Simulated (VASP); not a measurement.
# BeH (Pnma) in VASP: notebook

BeH is run at these levels: PBE; tasks: single point, relaxation of cell and atoms.

All numbers are computed with VASP 6.6.1; they aren't measurements. Logs are shortened: lines on timing, memory, paths and dates and some standing lists are left out, and cuts for length are marked.

### Step 1. The cell of the first run

It takes space group Pnma (No. 62, orthorhombic). Conventional cell: a = 5.989 Å, b = 2.293 Å, c = 3.800 Å, α = 90.00°, β = 90.00°, γ = 90.00°. Within 2.0 Å of Be (site symmetry m) lie 3 H at 1.49 to 1.60 Å. Within 2.0 Å of H (site symmetry m) lie 3 Be at 1.49 to 1.60 Å.

### Step 2. Single point, PBE

File INCAR:

```
PREC = Accurate ; ENCUT = 520
EDIFF = 1E-6 ; ISMEAR = 0
SIGMA = 0.1 ; LREAL = F
LASPH = T ; NELM = 60
ALGO = Normal ; ISIF = 2
LWAVE = F ; LCHARG = T
GGA = PE ; LELF = T
LVHAR = T ; NBANDS = 16
```

File KPOINTS:

```
regular mesh
0
Gamma
  4 6 4
```

File POSCAR:

```
BeH
1.0
    5.9889159645      0.0000000000      0.0000000000
    0.0000000000      2.2928982197      0.0000000000
    0.0000000000      0.0000000000      3.7998487955
Be H
4 4
Direct
    0.1387688764      0.2500000000      0.1235138788
    0.3612311236      0.7500000000      0.6235138788
    0.6387688764      0.2500000000      0.3764861212
    0.8612311236      0.7500000000      0.8764861212
   -0.1504880742      0.2500000000      0.5844988390
    0.6504880742      0.7500000000      0.0844988390
    0.3495119258      0.2500000000      0.9155011610
    1.1504880742      0.7500000000      0.4155011610
```

Potentials or basis: VASP PAW PBE potentials, release 64 (Be, H).

Run with:

```sh
$ cat potpaw_PBE.64/Be/POTCAR potpaw_PBE.64/H/POTCAR > POTCAR
$ mpirun -np 1 vasp_std > vasp.out
```

OUTCAR:

```text
PREC = Accurate
   ENCUT = 520
   EDIFF = 1E-6
   ISMEAR = 0
   LREAL = F
   LASPH = T
   NELM = 60
   ISIF = 2
   GGA = PE

 ion  position               nearest neighbor table
   1  0.139  0.250  0.124-   7 1.49   8 1.60   8 1.60   4 2.23   4 2.23
   2  0.361  0.750  0.624-   8 1.49   7 1.60   7 1.60   3 2.23   3 2.23
   3  0.639  0.250  0.376-   5 1.49   6 1.60   6 1.60   2 2.23   2 2.23
   4  0.861  0.750  0.876-   6 1.49   5 1.60   5 1.60   1 2.23   1 2.23
   5  0.850  0.250  0.584-   3 1.49   4 1.60   4 1.60
   6  0.650  0.750  0.084-   4 1.49   3 1.60   3 1.60
   7  0.350  0.250  0.916-   1 1.49   2 1.60   2 1.60
   8  0.150  0.750  0.416-   2 1.49   1 1.60   1 1.60

  LATTYP: Found a simple orthorhombic cell.
 ALAT       =     2.2928982197
 B/A-ratio  =     1.6572252370
 C/A-ratio  =     2.6119414778

  Lattice vectors:

 A1 = (   0.0000000000,   2.2928982197,   0.0000000000)
 A2 = (   0.0000000000,   0.0000000000,   3.7998487955)
 A3 = (   5.9889159645,   0.0000000000,   0.0000000000)

Analysis of symmetry for initial positions (statically):
=====================================================================
 Subroutine PRICEL returns:
 Original cell was already a primitive cell.

 Routine SETGRP: Setting up the symmetry group for a
 simple orthorhombic supercell.

 Subroutine GETGRP returns: Found  8 space group operations
 (whereof  2 operations were pure point group operations)
 out of a pool of  8 trial point group operations.

The static configuration has the point symmetry S_2 .
 The point group associated with its full space group is D_2h.

Analysis of symmetry for dynamics (positions and initial velocities):
=====================================================================
 Subroutine PRICEL returns:
 Original cell was already a primitive cell.

 Routine SETGRP: Setting up the symmetry group for a
 simple orthorhombic supercell.

 Subroutine GETGRP returns: Found  8 space group operations
 (whereof  2 operations were pure point group operations)
 out of a pool of  8 trial point group operations.

The dynamic configuration has the point symmetry S_2 .
 The point group associated with its full space group is D_2h.

 Subroutine INISYM returns: Found  8 space group operations
 (whereof  2 operations are pure point group operations),
 and found     1 'primitive' translations

----------------------------------------------------------------------------------------

                                     Primitive cell

  volume of cell :      52.1794

  direct lattice vectors                    reciprocal lattice vectors
     5.988915965  0.000000000  0.000000000     0.166975126  0.000000000  0.000000000
     0.000000000  2.292898220  0.000000000     0.000000000  0.436129258  0.000000000
     0.000000000  0.000000000  3.799848795     0.000000000  0.000000000  0.263168366

  length of vectors
     5.988915965  2.292898220  3.799848795     0.166975126  0.436129258  0.263168366

  position of ions in fractional coordinates (direct lattice)
     0.138768876  0.250000000  0.123513879
     0.361231124  0.750000000  0.623513879
     0.638768876  0.250000000  0.376486121
     0.861231124  0.750000000  0.876486121
     0.849511926  0.250000000  0.584498839
     0.650488074  0.750000000  0.084498839
     0.349511926  0.250000000  0.915501161
     0.150488074  0.750000000  0.415501161

  ion indices of the primitive-cell ions
   primitive index   ion index
                 1           1
                 2           2
                 3           3
                 4           4
                 5           5
                 6           6
                 7           7
                 8           8

----------------------------------------------------------------------------------------

 KPOINTS: regular mesh

Automatic generation of k-mesh.
 Grid dimensions read from file:
 generate k-points for:    4    6    4

 Generating k-lattice:

  Cartesian coordinates                     Fractional coordinates (reciprocal lattice)
     0.041743782  0.000000000  0.000000000     0.250000000  0.000000000  0.000000000
     0.000000000  0.072688210  0.000000000     0.000000000  0.166666667  0.000000000
     0.000000000  0.000000000  0.065792092     0.000000000  0.000000000  0.250000000

  Length of vectors
     0.041743782  0.072688210  0.065792092

  Shift w.r.t. Gamma in fractional coordinates (k-lattice)
     0.000000000  0.000000000  0.000000000

 Subroutine IBZKPT returns following result:
 ===========================================

 Found     36 irreducible k-points:

 Following reciprocal coordinates:
            Coordinates               Weight
  0.000000  0.000000  0.000000      1.000000
  0.250000  0.000000  0.000000      2.000000
  0.500000  0.000000  0.000000      1.000000
  0.000000  0.166667  0.000000      2.000000
  0.250000  0.166667  0.000000      4.000000
  0.500000  0.166667  0.000000      2.000000
[... 16 lines left out ...]
  0.250000  0.500000  0.250000      4.000000
  0.500000  0.500000  0.250000      2.000000
 [... further k-points ...]
   k-points           NKPTS =     36   k-points in BZ     NKDIM =     36   number of bands    NBANDS=     16
   number of dos      NEDOS =    301   number of ions     NIONS =      8
   total plane-waves  NPLWV =  24192
   dimension x,y,z NGX =    48 NGY =   18 NGZ =   28
   dimension x,y,z NGXF=    96 NGYF=   36 NGZF=   56
   ions per type =               4   4
   NGX,Y,Z   is equivalent  to a cutoff of  13.32, 13.05, 12.25 a.u.
   NGXF,Y,Z  is equivalent  to a cutoff of  26.65, 26.10, 24.50 a.u.
 SYSTEM =  unknown system
   PREC   = accura    normal or accurate (medium, high low for compatibility)
   ISTART =      0    job   : 0-new  1-cont  2-samecut
   ICHARG =      2    charge: 1-file 2-atom 10-const
   ISPIN  =      1    spin polarized calculation?
   LNONCOLLINEAR =      F non collinear calculations
   LSORBIT =      F    spin-orbit coupling
   LASPH  =      T    aspherical Exc in radial PAW
   ENCUT  =  520.0 eV  38.22 Ry    6.18 a.u.  11.14  4.26  7.07*2*pi/ulx,y,z
   NELM   =     60;   NELMIN=  2; NELMDL= -5     # of ELM steps
   EDIFF  = 0.1E-05   stopping-criterion for ELM
   LREAL  =      F    real-space projection
   EDIFFG = 0.1E-04   stopping-criterion for IOM
   NSW    =      0    number of steps for IOM
   IBRION =     -1    ionic relax: 0-MD 1-quasi-New 2-CG
   NFREE  =      0    steps in history (QN), initial steepest desc. (CG)
   ISIF   =      2    stress and relaxation
   ISYM   =      2    0-nonsym 1-usesym 2-fastsym
   POTIM  = 0.5000    time-step for ionic-motion
   TEBEG  =    0.0;   TEEND  =   0.0 temperature during run
   PSTRESS=    0.0 pullay stress
   NELECT =      12.0000    total number of electrons
   NUPDOWN=      -1.0000    fix difference up-down
   EMIN   =  10.00;   EMAX   =-10.00  energy-range for DOS
   EFERMI =   0.00;   METHOD = LEGACY
   ISMEAR =     0;   SIGMA  =   0.10  broadening in eV -4-tet -1-fermi 0-gaus
   EFERMI_NEDOS =   21; number of points for ismear=-14 and -15
   IALGO  =     38    algorithm
   IMIX   =      4    mixing-type and parameters
     AMIX     =   0.40;   BMIX     =  1.00
     AMIX_MAG =   1.60;   BMIX_MAG =  1.00
  volume/ion in A,a.u.               =       6.52        44.02
  Fermi-wavevector in a.u.,A,eV,Ry     =   1.003003  1.895400 13.687660  1.006015
  Thomas-Fermi vector in A             =   2.135527
   LORBIT       =      0    0 simple, 1 ext, 2 COOP (PROOUT), +10 PAW based schemes
   GGA     = PE    functional components
   LHFCALC =     F    Hartree Fock is set to
   AEXX    =    0.0000 exact exchange contribution
   IVDW    =     0    specifies the selected vdW correction
   LEPSILON=     F    determine dielectric tensor
   LRPA    =     F    only Hartree local field effects (RPA)
 non-spin polarized calculation
 Gauss-broadening in eV      SIGMA  =   0.10
  energy-cutoff  :      520.00
  volume of cell :       52.18
 maximum number of plane-waves:      1424
 NGX is ok and might be reduce to    48
   NGX = 23   NGY =  9   NGZ = 15

 number of electron      12.0000001 magnetization

 Free energy of the ion-electron system (eV)
  ---------------------------------------------------
  ext. energy  EPLUGINS =         0.00000000
  ---------------------------------------------------
  free energy    TOTEN  =       -26.41174870 eV

  energy without entropy =      -26.40542362  energy(sigma->0) =      -26.40858616

 E-fermi :   4.8415     XC(G=0):  -9.8331

 val. band max:        4.8162030155   @ k =   0.5000   0.5000   0.2500
 cond. band min:       4.8940293581   @ k =   0.2500   0.3333   0.0000
 fundamental gap:      0.0778263426
 Fermi energy:         4.8414913354

 k-point     1 :       0.0000    0.0000    0.0000
  band No.  band energies     occupation
      1      -7.5258      2.00000
      2      -5.0025      2.00000
      3      -3.6846      2.00000
      4      -1.0019      2.00000
      5       0.3122      2.00000
      6       3.8712      2.00000
[... 8 lines left out ...]
     15      17.0763      0.00000
     16      17.9689      0.00000

 k-point     2 :       0.2500    0.0000    0.0000
  band No.  band energies     occupation
      1      -7.3276      2.00000
      2      -5.8144      2.00000
      3      -2.7090      2.00000
      4      -1.1128      2.00000
      5       0.5540      2.00000
      6       3.0578      2.00000
[... 8 lines left out ...]
     15      17.0338      0.00000
     16      19.4211      0.00000
[... 387 lines left out ...]
      5       4.5184      2.00000
      6       4.5184      2.00000
[... 8 lines left out ...]
     15      14.0368      0.00000
     16      14.0368      0.00000

 k-point    24 :       0.5000    0.5000    0.2500
  band No.  band energies     occupation
      1      -1.4919      2.00000
      2      -1.4919      2.00000
      3      -1.4919      2.00000
      4      -1.4919      2.00000
      5       4.8162      1.27938
      6       4.8162      1.27938
[... 8 lines left out ...]
     15      12.7196      0.00000
     16      12.7196      0.00000

 [... further k-points ...]

------------------------ aborting loop because EDIFF is reached ----------------------------------------

  FORCE on cell =-STRESS in cart. coord.  units (eV):
  Direction    XX          YY          ZZ          XY          YZ          ZX
  --------------------------------------------------------------------------------------
  -------------------------------------------------------------------------------------
  Total       -0.0594574      0.0325231      0.0560782      0.0000000      0.0000000      0.0000000
  in kB       -1.8256471      0.9986275      1.7218892      0.0000000      0.0000000      0.0000000
  external PRESSURE =       0.2982898 kB  Pullay stress =       0.0000000 kB

 VOLUME and BASIS-vectors are now :
 -----------------------------------------------------------------------------
  energy-cutoff  :      520.00
  volume of cell :       52.18
      direct lattice vectors                 reciprocal lattice vectors
     5.988915965  0.000000000  0.000000000     0.166975126  0.000000000  0.000000000
     0.000000000  2.292898220  0.000000000     0.000000000  0.436129258  0.000000000
     0.000000000  0.000000000  3.799848795     0.000000000  0.000000000  0.263168366

 POSITION                                       TOTAL-FORCE (eV/Angst)
 -----------------------------------------------------------------------------------
      0.83108      0.57322      0.46933         0.002048      0.000000     -0.005616
      2.16338      1.71967      2.36926        -0.002048      0.000000     -0.005616
      3.82553      0.57322      1.43059         0.002048     -0.000000      0.005616
      5.15784      1.71967      3.33051        -0.002048     -0.000000      0.005616
      5.08766      0.57322      2.22101        -0.007416     -0.000000     -0.005648
      3.89572      1.71967      0.32108         0.007416     -0.000000     -0.005648
      2.09320      0.57322      3.47877        -0.007416      0.000000      0.005648
      0.90126      1.71967      1.57884         0.007416     -0.000000      0.005648
 -----------------------------------------------------------------------------------
    total drift:                                0.000000      0.000000     -0.000000

  FREE ENERGIE OF THE ION-ELECTRON SYSTEM (eV)
  ---------------------------------------------------
  free  energy   TOTEN  =       -26.4117487022 eV

  energy  without entropy=      -26.4054236187  energy(sigma->0) =      -26.40858616
```

It took 12 s on 1 thread of AMD EPYC 9R45 (Zen 5), shared host; peak memory 0.14 GiB.

What came out:

* Free energy: -26.4117 eV
* Pressure: 0.0 GPa
* Largest force: 0.009 eV/Å
* Band gap on the k mesh: zero (bands 6 and 7 overlap by 3.00 eV)

Forces on the atoms (eV/Å):
```
Be   0.002  0.000 -0.006
Be  -0.002  0.000 -0.006
Be   0.002  0.000  0.006
Be  -0.002  0.000  0.006
H   -0.007  0.000 -0.006
H    0.007  0.000 -0.006
H   -0.007  0.000  0.006
H    0.007  0.000  0.006
```

Levels at points of the mesh, in eV from the Fermi level:
```csv
k point,band 2,band 3,band 4,band 5,band 6,band 7,band 8,band 9,band 10,band 11
"(0.00, 0.00, 0.00)",-9.84,-8.53,-5.84,-4.53,-0.97,1.52,1.67,2.65,3.84,5.07
"(0.50, 0.00, 0.00)",-11.58,-6.44,-6.44,-3.34,-3.34,0.61,0.61,4.61,4.61,8.08
"(0.00, 0.50, 0.00)",-7.13,-6.06,-6.06,1.36,1.36,1.99,1.99,2.23,2.23,4.15
"(0.50, 0.50, 0.00)",-6.66,-6.66,-6.66,1.67,1.67,1.67,1.67,3.74,3.74,3.74
"(0.00, 0.00, 0.50)",-10.50,-8.11,-8.11,-5.13,-5.13,4.45,4.45,5.01,5.01,9.05
"(0.50, 0.00, 0.50)",-10.22,-8.92,-8.92,-3.72,-3.72,0.90,0.90,7.80,7.80,9.68
"(0.00, 0.50, 0.50)",-6.43,-5.25,-5.25,-1.69,-1.69,-0.75,-0.75,2.37,2.37,3.71
"(0.50, 0.50, 0.50)",-5.91,-5.91,-5.91,-1.33,-1.33,-1.33,-1.33,3.97,3.97,3.97
```

Caveat: the k points lie up to 0.46 Å⁻¹ apart, too coarse for converged energies and pressures of a metal.

(Part 1 of 3 ends here.)

The gap in the log of VASP goes by the Fermi energy; the results here count the filled bands.